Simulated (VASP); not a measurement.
Input of a VASP 6.6.1 run:

INCAR

```
PREC = Accurate
ENCUT = 520
EDIFF = 1E-6
ISMEAR = -1
SIGMA = 0.05
LREAL = F
LASPH = T
NELM = 150
ALGO = Normal
ISIF = 2
LWAVE = F
LCHARG = T
ISPIN = 2
MAGMOM = 2.5 0 0 0
LORBIT = 11
LMAXMIX = 6
GGA = PE
LELF = T
LVHAR = T
NBANDS = 34
```

Contents of KPOINTS:

```
regular mesh
0
Gamma
  7 7 7
```

POSCAR

```
YbI3
1.0
    0.0000000000      3.6052111500      3.6052111500
    3.6052111500      0.0000000000      3.6052111500
    3.6052111500      3.6052111500      0.0000000000
Yb I
1 3
Direct
    0.0000000000      0.0000000000      0.0000000000
    0.5000000000      0.5000000000      0.5000000000
    0.2500000000      0.2500000000      0.2500000000
    0.7500000000      0.7500000000      0.7500000000
```

Potentials or basis: VASP PAW PBE potentials, release 64 (Yb, I).

Command:

```sh
$ cat potpaw_PBE.64/Yb/POTCAR potpaw_PBE.64/I/POTCAR > POTCAR
$ mpirun -np 1 vasp_std > vasp.out
```

Question: Predict the pressure.

Answer: 25.7 GPa.

Question: Predict the net moment.

Answer: 0.00 μB per cell.

Caveat: the cell stands under pressure. The state reached can hang on the start; a lower one may exist.
